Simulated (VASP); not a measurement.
A run of VASP 6.6.1:

The input INCAR:

```
PREC = Accurate
ENCUT = 520
EDIFF = 1E-6
ISMEAR = 0
SIGMA = 0.1
LREAL = F
LASPH = T
NELM = 60
ALGO = Normal
ISIF = 2
LWAVE = F
LCHARG = F
GGA = PE
NBANDS = 24
```

KPOINTS

```
regular mesh
0
Gamma
  18 18 8
```

The input POSCAR:

```
TaN
1.0
    2.7420958628      0.0000000000      0.0000000000
   -1.3710479314      2.3747246768      0.0000000000
    0.0000000000      0.0000000000      6.0462389897
Ta N
2 2
Direct
    0.0000000000      0.0000000000      0.0000000000
    0.0000000000      0.0000000000      0.5000000000
    0.3333333333      0.6666666667      0.2500000000
    0.6666666667      0.3333333333      0.7500000000
```

Potentials or basis: VASP PAW PBE potentials, release 64 (Ta_pv, N).

Launch:

```console
$ cat potpaw_PBE.64/Ta_pv/POTCAR potpaw_PBE.64/N/POTCAR > POTCAR
$ mpirun -np 1 vasp_std > vasp.out
```

Hardware: 1 thread of Intel(R) Xeon(R) Platinum 8259CL CPU @ 2.50GHz (Skylake/Cascade Lake), on a shared host.

Question: Estimate the wall time of this run.

Answer: It took 2.2 min on 1 thread of Intel(R) Xeon(R) Platinum 8259CL CPU @ 2.50GHz (Skylake/Cascade Lake), with other jobs on the host, peak memory 0.27 GiB. Counts: scf iterations 13, k points 185.
